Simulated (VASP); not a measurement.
CdSe, 4 atoms in the cell. It takes space group P6_3mc (No. 186, hexagonal). Conventional cell: a = 4.513 Å, b = 4.513 Å, c = 6.840 Å, α = 90.00°, β = 90.00°, γ = 120.00°. Within 3.4 Å of Cd (site symmetry 3m) lie 4 Se at 2.56 to 2.74 Å. Within 3.4 Å of Se (site symmetry 3m) lie 4 Cd at 2.56 to 2.74 Å.  This cell differs from its parent crystal: strain +0.050 along x and y, -0.025 along z.

```yaml
Program: VASP 6.6.1
Task: single point
Functional: r2SCAN
Potentials_or_basis: VASP PAW PBE potentials, release 64 (Cd, Se)
Cutoff: 520 eV
k_mesh: 6 × 6 × 4
Occupations: gaussian, width 0.05 eV
Spin: no spin polarisation
Dipole_correction: no
Further_INCAR_settings: ALGO = Normal; EDIFF = 1e-06; NBANDS = 26
```

Potentials or basis: VASP PAW PBE potentials, release 64 (Cd, Se).

Command:

```console
$ cat potpaw_PBE.64/Cd/POTCAR potpaw_PBE.64/Se/POTCAR > POTCAR
$ cp INCAR.step1 INCAR
$ mpirun -np 1 vasp_std > vasp.out
$ cp INCAR.step2 INCAR
$ mpirun -np 1 vasp_std > vasp.out
```

Hardware: 1 thread of Intel Xeon 8259CL (shared host).

How long does it take, and how much memory?

It took 15 min on 1 thread of Intel Xeon 8259CL, on a shared host, peak memory 0.31 GiB. Counts: k points 21.
